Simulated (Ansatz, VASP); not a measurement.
Two plane-wave programs on TlGaSe3

Contents of INCAR:

```
SYSTEM = TlGaSe3
  ALGO = Normal
  EDIFF = 1E-7
  EDIFFG = -0.04
  ENCUT = 600
  GGA = PE
  IBRION = 2
  ISIF = 3
  ISMEAR = 0
  LASPH = .True.
  LCHARG = .False.
  LREAL = .False.
  LWAVE = .False.
  NELM = 80
  NSW = 90
  PREC = Accurate
  SIGMA = 0.1
```

File KPOINTS:

```
k-points
0
Gamma
  4 4 4
  0 0 0
```

POSCAR

```
TlGaSe3
1.0
    4.9323355600      0.0000000000      0.0000000000
    0.0000000000      4.9323355600      0.0000000000
    0.0000000000      0.0000000000      4.9323355600
Tl Ga Se
1 1 3
Direct
    0.5000000000      0.5000000000      0.5000000000
    0.0000000000      0.0000000000      0.0000000000
    0.5000000000      0.0000000000      0.0000000000
    0.0000000000      0.5000000000      0.0000000000
    0.0000000000      0.0000000000      0.5000000000
```

Input for Ansatz:

```yaml
crystal:
  lattice:
    - [4.93233556, 0.0, 0.0]
    - [0.0, 4.93233556, 0.0]
    - [0.0, 0.0, 4.93233556]
  atoms:
    - { symbol: Tl, position: [0.5, 0.5, 0.5] }
    - { symbol: Ga, position: [0.0, 0.0, 0.0] }
    - { symbol: Se, position: [0.5, 0.0, 0.0] }
    - { symbol: Se, position: [0.0, 0.5, 0.0] }
    - { symbol: Se, position: [0.0, 0.0, 0.5] }
basis:
  ecutwfc: 420
kpoints:
  mp_grid: { grid: [4, 4, 4] }
hamiltonian:
  xc: pbe
scf:
  occupations: { method: gaussian, width: 0.1 }
  lower_state_search: "off"
output:
  forces: true
  stress: true
  eigenvalues: true
relax:
  adjacent_minimum: "off"
  f_tol: 0.04
  max_steps: 70
  cell: { stress_tol: 0.4 }
```

Alike in both runs: task relaxation of cell and atoms; functional PBE; k mesh 4 × 4 × 4; occupations gaussian, width 0.1 eV; no spin polarisation.

|  | VASP | Ansatz |
| --- | --- | --- |
| version | VASP 6.6.1 | Ansatz 0.2.0 |
| potentials or method | VASP PAW PBE potentials, release 64 (Tl_d, Ga_d, Se), cutoff 600 eV | scalar-relativistic, plane waves, PAW |
| valence electrons in the cell | 44 | 74 |

Ansatz gave:

```
gap on the k mesh at the Fermi level, each at its own relaxed structure (eV) : none
relaxed volume (Å³/atom)                                                     : 26.64
relaxed length of the cell vector where the two differ most in proportion (Å)              : 5.107
```

What did VASP give for the same quantities?

gap on the k mesh at the Fermi level, each at its own relaxed structure (eV): none; relaxed volume (Å³/atom): 26.74; relaxed length of the cell vector where the two differ most in proportion (Å): 5.114.

A gap of «none» marks a metal or a gap that the smearing closes. VASP's potentials hold 44 valence electrons a cell and Ansatz's 74, so a difference there can come from the potentials and not from the codes.

Spin-orbit coupling is off throughout.
